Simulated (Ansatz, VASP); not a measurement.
**One calculation of Cu3H, two programs**

INCAR

```
SYSTEM = Cu3H
PREC = Accurate
ENCUT = 520
EDIFF = 1E-7
ISMEAR = 0
SIGMA = 0.1
LREAL = .False.
LASPH = .True.
NELM = 100
ALGO = Normal
ISIF = 2
LWAVE = .False.
LCHARG = .False.
GGA = PE
NBANDS = 44
```

Contents of KPOINTS:

```
Automatic mesh
0
Gamma
  4 4 4
  0 0 0
```

POSCAR

```
Cu3H
1.0
    4.2699650000      0.0000000000      0.0000000000
    0.0000000000      4.2699650000      0.0000000000
    0.0000000000      0.0000000000      4.2699650000
Cu H
6 2
Direct
    0.2500000000      0.0000000000      0.5000000000
    0.5000000000      0.7500000000      0.0000000000
    0.7500000000      0.0000000000      0.5000000000
    0.5000000000      0.2500000000      0.0000000000
    0.0000000000      0.5000000000      0.7500000000
    0.0000000000      0.5000000000      0.2500000000
    0.0000000000      0.0000000000      0.0000000000
    0.5000000000      0.5000000000      0.5000000000
```

Input for Ansatz:

```yaml
crystal:
  lattice:
    - [4.269965, 0.0, 0.0]
    - [0.0, 4.269965, 0.0]
    - [0.0, 0.0, 4.269965]
  atoms:
    - { symbol: Cu, position: [0.25, 0.0, 0.5] }
    - { symbol: Cu, position: [0.5, 0.75, 0.0] }
    - { symbol: Cu, position: [0.75, 0.0, 0.5] }
    - { symbol: Cu, position: [0.5, 0.25, 0.0] }
    - { symbol: Cu, position: [0.0, 0.5, 0.75] }
    - { symbol: Cu, position: [0.0, 0.5, 0.25] }
    - { symbol: H, position: [0.0, 0.0, 0.0] }
    - { symbol: H, position: [0.5, 0.5, 0.5] }
basis:
  ecutwfc: 420
kpoints:
  mp_grid: { grid: [4, 4, 4] }
hamiltonian:
  xc: pbe
scf:
  occupations: { method: gaussian, width: 0.1 }
  lower_state_search: "off"
output:
  forces: true
  stress: true
  eigenvalues: true
```

Change from the starting cell: species swapped into the SiMo3 type (Pm-3n, No. 223).

Alike in both runs: task single point; functional PBE; k mesh 4 × 4 × 4; occupations gaussian, width 0.1 eV; no spin polarisation.

```csv
,VASP,Ansatz
version,VASP 6.6.1,Ansatz 0.2.0
potentials or method,"VASP PAW PBE potentials, release 64 (Cu, H), cutoff 520 eV","scalar-relativistic, plane waves, PAW"
valence electrons in the cell,68,116
```

```tsv
	VASP	Ansatz	Ansatz less VASP
gap on the k mesh at the Fermi level (eV)	none	none	-
pressure (GPa)	19.7	19.3	-0.35
```

A gap of «none» marks a metal or a gap that the smearing closes. The functional is the same, so the differences come from potentials, cutoffs and numerics. VASP's potentials hold 68 valence electrons a cell and Ansatz's 116, so a difference there can come from the potentials and not from the codes.

The k mesh is coarse, so the values compare programs but aren't converged.
